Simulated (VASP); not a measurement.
# Rh in VASP: a series of runs, part 2 of 2

VASP 6.6.1.

### Step 3. Single point, PBE (strain +0.015 along x and y, -0.030 along z)

INCAR reads:

```
PREC = Accurate
ENCUT = 520
EDIFF = 1E-6
ISMEAR = 0
SIGMA = 0.15
LREAL = False
LASPH = True
NELM = 80
ALGO = Fast
ISIF = 2
LWAVE = False
LCHARG = False
GGA = PE
NBANDS = 14
```

KPOINTS reads:

```
Automatic mesh
0
Gamma
  22 22 22
```

POSCAR reads:

```
Rh
1.0
    0.0000000000      1.9300732500      1.8445035000
    1.9300732500      0.0000000000      1.8445035000
    1.9300732500      1.9300732500      0.0000000000
Rh
1
Direct
    0.0000000000      0.0000000000      0.0000000000
```

Potentials or basis: VASP PAW PBE potentials, release 64 (Rh_pv).

Run with:

```console
$ cat potpaw_PBE.64/Rh_pv/POTCAR > POTCAR
$ mpirun -np 1 vasp_std > vasp.out
```

OUTCAR:

```text
PREC = Accurate
   ENCUT = 520
   EDIFF = 1E-6
   ISMEAR = 0
   LREAL = False
   LASPH = True
   NELM = 80
   ISIF = 2
   GGA = PE

 ion  position               nearest neighbor table
   1  0.000  0.000  0.000-

  LATTYP: Found a body centered tetragonal cell.
 ALAT       =     2.7295357665
 C/A-ratio  =     1.3515144389

  Lattice vectors:

 A1 = (   0.0000000000,  -1.9300732500,  -1.8445035000)
 A2 = (   0.0000000000,   1.9300732500,  -1.8445035000)
 A3 = (   1.9300732500,   0.0000000000,   1.8445035000)

Analysis of symmetry for initial positions (statically):
=====================================================================
 Subroutine PRICEL returns:
 Original cell was already a primitive cell.

 Routine SETGRP: Setting up the symmetry group for a
 body centered tetragonal supercell.

 Subroutine GETGRP returns: Found 16 space group operations
 (whereof 16 operations were pure point group operations)
 out of a pool of 16 trial point group operations.

The static configuration has the point symmetry D_4h.

Analysis of symmetry for dynamics (positions and initial velocities):
=====================================================================
 Subroutine PRICEL returns:
 Original cell was already a primitive cell.

 Routine SETGRP: Setting up the symmetry group for a
 body centered tetragonal supercell.

 Subroutine GETGRP returns: Found 16 space group operations
 (whereof 16 operations were pure point group operations)
 out of a pool of 16 trial point group operations.

The dynamic configuration has the point symmetry D_4h.

 Subroutine INISYM returns: Found 16 space group operations
 (whereof 16 operations are pure point group operations),
 and found     1 'primitive' translations

----------------------------------------------------------------------------------------

                                     Primitive cell

[... 114 lines left out ...]
   LHFCALC =     F    Hartree Fock is set to
   AEXX    =    0.0000 exact exchange contribution
   IVDW    =     0    specifies the selected vdW correction
   LEPSILON=     F    determine dielectric tensor
   LRPA    =     F    only Hartree local field effects (RPA)
 non-spin polarized calculation
 RMM-DIIS sequential band-by-band and
 Gauss-broadening in eV      SIGMA  =   0.15
  energy-cutoff  :      520.00
  volume of cell :       13.74
 maximum number of plane-waves:       382
   NGX =  9   NGY =  9   NGZ = 11

 number of electron      15.0000006 magnetization

 Free energy of the ion-electron system (eV)
  ---------------------------------------------------
  ext. energy  EPLUGINS =         0.00000000
  ---------------------------------------------------
  free energy    TOTEN  =        -7.24643566 eV

  energy without entropy =       -7.23137374  energy(sigma->0) =       -7.23890470

 E-fermi :  11.9034     XC(G=0): -14.0342

 val. band max:       11.9029246272   @ k =   0.4545   0.3182   0.0909
 cond. band min:      11.9041375070   @ k =   0.3182   0.2273   0.0909
 fundamental gap:      0.0012128798
 Fermi energy:        11.9034447117

 k-point     1 :       0.0000    0.0000    0.0000
  band No.  band energies     occupation
      1     -34.4734      2.00000
      2     -34.4734      2.00000
      3     -34.4473      2.00000
      4       3.9507      2.00000
      5       8.6889      2.00000
      6       8.6889      2.00000
      7       9.1572      2.00000
      8      10.6220      2.00000
      9      11.1923      2.00000
     10      27.9455      0.00000
     11      32.4478      0.00000
     12      32.9042      0.00000
     13      32.9042      0.00000
     14      34.3604      0.00000
[... 377 lines left out ...]
      1     -35.1869      2.00000
      2     -34.5989      2.00000
      3     -34.5462      2.00000
      4       5.8635      2.00000
      5       8.5674      2.00000
      6       8.9644      2.00000
      7      11.6058      1.99499
      8      12.5088      0.00000
      9      13.3190      0.00000
     10      20.7706      0.00000
     11      27.5511      0.00000
     12      32.4484      0.00000
     13      32.9585      0.00000
     14      33.3270      0.00000

 [... further k-points ...]

------------------------ aborting loop because EDIFF is reached ----------------------------------------

  FORCE on cell =-STRESS in cart. coord.  units (eV):
  Direction    XX          YY          ZZ          XY          YZ          ZX
  --------------------------------------------------------------------------------------
  -------------------------------------------------------------------------------------
  Total        0.2398041      0.2398041      1.1470920      0.0000000     -0.0000000      0.0000000
  in kB       27.9582612     27.9582612    133.7370555      0.0000000     -0.0000000      0.0000000
  external PRESSURE =      63.2178593 kB  Pullay stress =       0.0000000 kB

 VOLUME and BASIS-vectors are now :
 -----------------------------------------------------------------------------
  energy-cutoff  :      520.00
  volume of cell :       13.74
      direct lattice vectors                 reciprocal lattice vectors
     0.000000000  1.930073250  1.844503500    -0.259057525  0.259057525  0.271075658
     1.930073250  0.000000000  1.844503500     0.259057525 -0.259057525  0.271075658
     1.930073250  1.930073250  0.000000000     0.259057525  0.259057525 -0.271075658

 POSITION                                       TOTAL-FORCE (eV/Angst)
 -----------------------------------------------------------------------------------
      0.00000      0.00000      0.00000        -0.000000      0.000000      0.000000
 -----------------------------------------------------------------------------------
    total drift:                                0.000000      0.000000      0.000000

  FREE ENERGIE OF THE ION-ELECTRON SYSTEM (eV)
  ---------------------------------------------------
  free  energy   TOTEN  =        -7.2464356622 eV

  energy  without entropy=       -7.2313737372  energy(sigma->0) =       -7.23890470
```

OSZICAR:

```text
N       E                     dE             d eps       ncg     rms          rms(c)
DAV:   1     0.120263873295E+03    0.12026E+03   -0.87841E+03 23460   0.115E+03
DAV:   2    -0.617721918389E+01   -0.12644E+03   -0.12090E+03 25962   0.341E+02
DAV:   3    -0.773586497516E+01   -0.15586E+01   -0.15561E+01 28014   0.416E+01
DAV:   4    -0.774165140079E+01   -0.57864E-02   -0.57862E-02 26934   0.259E+00
DAV:   5    -0.774170259273E+01   -0.51192E-04   -0.51193E-04 27324   0.215E-01    0.102E+01
RMM:   6    -0.726574666900E+01    0.47596E+00   -0.76831E-01 24919   0.861E+00    0.363E+00
RMM:   7    -0.724973817548E+01    0.16008E-01   -0.31521E-02 25530   0.192E+00    0.166E+00
RMM:   8    -0.724670861860E+01    0.30296E-02   -0.57146E-03 27661   0.849E-01    0.235E-01
RMM:   9    -0.724642907451E+01    0.27954E-03   -0.61892E-04 28686   0.280E-01    0.157E-02
RMM:  10    -0.724643820455E+01   -0.91300E-05   -0.69819E-05 28823   0.107E-01    0.151E-02
RMM:  11    -0.724643568401E+01    0.25205E-05   -0.45053E-06 26852   0.268E-02    0.217E-03
RMM:  12    -0.724643566217E+01    0.21838E-07   -0.96370E-07 19575   0.127E-02
   1 F= -.72464357E+01 E0= -.72389047E+01  d E =-.150619E-01
```

stdout:

```text
POSCAR found type information on POSCAR Rh
 POSCAR found :  1 types and       1 ions
 scaLAPACK will be used
 LDA part: xc-table for (Slater+PW92), standard interpolation
 POSCAR, INCAR and KPOINTS ok, starting setup
 FFT: planning ... GRIDC
 FFT: planning ... GRID_SOFT
 FFT: planning ... GRID
 WAVECAR not read
 entering main loop
WARNING in EDDRMM: call to ZHEGV failed, returncode =   8  4     12
```

It took 1.7 min on 1 thread of Intel Xeon Platinum 8259CL at 2.50GHz (Skylake/Cascade Lake), shared host; peak memory 0.25 GiB.

Results:

- Free energy: -7.2464 eV
- Pressure: 6.3 GPa
- Band gap on the k mesh: zero (an odd number of electrons rules out a gap without spin polarisation)

Levels at points of the mesh, in eV from the Fermi level:
| k point | band 4 | band 5 | band 6 | band 7 | band 8 | band 9 | band 10 | band 11 |
| --- | --- | --- | --- | --- | --- | --- | --- | --- |
| (0.00, 0.00, 0.00) | -7.95 | -3.21 | -3.21 | -2.75 | -1.28 | -0.71 | 16.04 | 20.54 |
| (0.50, 0.00, 0.00) | -6.11 | -3.40 | -2.88 | 0.45 | 0.71 | 0.75 | 8.67 | 15.47 |
| (0.50, 0.50, 0.00) | -6.32 | -5.97 | 0.53 | 1.02 | 1.02 | 3.94 | 12.79 | 12.79 |
| (0.50, 0.00, 0.50) | -6.30 | -5.91 | 0.54 | 0.78 | 1.18 | 2.96 | 11.87 | 13.38 |

Caveat: the cell differs from its parent crystal (strain +0.015 along x and y, -0.030 along z); the cell stands under pressure.

### Step 4. Single point, PBE (strain +0.000 along x and y, +0.015 along z)

INCAR reads:

```
ALGO = Fast ; EDIFF = 1E-7
ENCUT = 520 ; GGA = PE
ISIF = 2 ; ISMEAR = 0
LASPH = T ; LCHARG = F
LREAL = F ; LWAVE = F
NBANDS = 14 ; NELM = 80
PREC = Accurate ; SIGMA = 0.15
```

KPOINTS reads:

```
k-points
0
Gamma
  22 22 22
```

POSCAR reads:

```
Rh
1.0
    0.0000000000      1.9015500000      1.9300732500
    1.9015500000      0.0000000000      1.9300732500
    1.9015500000      1.9015500000      0.0000000000
Rh
1
Direct
    0.0000000000      0.0000000000      0.0000000000
```

Run with:

```console
$ cat potpaw_PBE.64/Rh_pv/POTCAR > POTCAR
$ mpirun -np 1 vasp_std > vasp.out
```

Wall time 1.9 min (1 thread of Intel Xeon Platinum 8259CL at 2.50GHz (Skylake/Cascade Lake), shared host); peak memory 0.25 GiB.

The run converged. Its results:

- Free energy: -7.2642 eV
- Pressure: 1.8 GPa
- Band gap on the k mesh: zero (an odd number of electrons rules out a gap without spin polarisation)

Stress tensor (GPa, compression positive):
```
 2.97  0.00  0.00
 0.00  2.97  0.00
 0.00  0.00 -0.56
```

Levels at points of the mesh, in eV from the Fermi level:
```tsv
k point	band 4	band 5	band 6	band 7	band 8	band 9	band 10	band 11
(0.00, 0.00, 0.00)	-7.84	-3.10	-2.95	-2.95	-1.06	-0.87	16.02	20.58
(0.50, 0.00, 0.00)	-5.99	-3.16	-2.99	0.52	0.60	0.76	8.50	15.51
(0.50, 0.50, 0.00)	-6.16	-5.80	0.54	0.96	0.96	3.04	11.82	13.42
(0.50, 0.00, 0.50)	-6.17	-5.81	0.52	0.90	1.04	3.36	12.23	13.08
```

Caveat: the cell differs from its parent crystal (strain +0.000 along x and y, +0.015 along z).

### Step 5. The runs side by side

```csv
cell,further INCAR settings,gap on the mesh (eV),pressure (GPa)
"a = 2.770 Å, angles 60.0°, 1 atom",ALGO = Fast; EDIFF = 1e-07; NBANDS = 14,none,-14.4
"a = 2.670, b = 2.670, c = 2.730 Å, angles 59.3, 59.3, 61.5°, 1 atom",ALGO = Fast; EDIFF = 1e-06; NBANDS = 14,none,6.3
"a = 2.709, b = 2.709, c = 2.689 Å, angles 60.2, 60.2, 59.5°, 1 atom",ALGO = Fast; EDIFF = 1e-07; NBANDS = 14,none,1.8
```

Alike in all rows: task single point; level PBE; potentials or basis VASP PAW PBE potentials, release 64 (Rh_pv); no spin polarisation; k mesh 22 × 22 × 22; cutoff (eV) 520; smearing gaussian 0.15 eV.

Caveats: the cell stands under tension (at least some runs); the cell stands under pressure (at least some runs).

Absolute energies hang on the potentials; compare differences alone.
